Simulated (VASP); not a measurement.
A run of VASP 6.6.1 is set up as follows.

INCAR

```
  ALGO = Normal
  EDIFF = 1E-7
  EDIFFG = -0.01
  ENCUT = 600
  GGA = PE
  IBRION = 2
  ISIF = 3
  ISMEAR = 0
  LASPH = T
  LCHARG = F
  LREAL = F
  LWAVE = F
  NELM = 80
  NSW = 100
  PREC = Accurate
  SIGMA = 0.02
```

Contents of KPOINTS:

```
k-points
0
Gamma
  8 8 8
```

File POSCAR:

```
CdF2
1.0
    0.0000000000      2.7399284288      2.7399284288
    2.7399284288      0.0000000000      2.7399284288
    2.7399284288      2.7399284288      0.0000000000
Cd F
1 2
Direct
    0.0000000000      0.0000000000      0.0000000000
    0.2500000000      0.2500000000      0.2500000000
    0.7500000000      0.7500000000      0.7500000000
```

Potentials or basis: VASP PAW PBE potentials, release 64 (Cd, F).

Launch:

```console
$ cat potpaw_PBE.64/Cd/POTCAR potpaw_PBE.64/F/POTCAR > POTCAR
$ mpirun -np 1 vasp_std > vasp.out
```

Question: Estimate the space group after relaxing (to 0.1 Å).

Answer: Fm-3m (No. 225).

Question: Estimate the relaxed cell.

Answer: a = 3.882 Å, b = 3.882 Å, c = 3.882 Å, α = 60.00°, β = 60.00°, γ = 60.00°.

Question: Estimate the band gap on the k mesh.

Answer: 2.87 eV (least direct gap 3.43 eV).

The path:
| step | energy change (eV) | largest force (eV/Å) | pressure (GPa) | volume (Å³) |
| --- | --- | --- | --- | --- |
| 1 | 0.0000 | 0.0000 | 0.44 | 41.14 |
| 2 | -0.0003 | 0.0000 | -0.08 | 41.36 |

A k mesh can miss the band edges. PBE gaps usually lie below the measured ones, often by a third to a half.
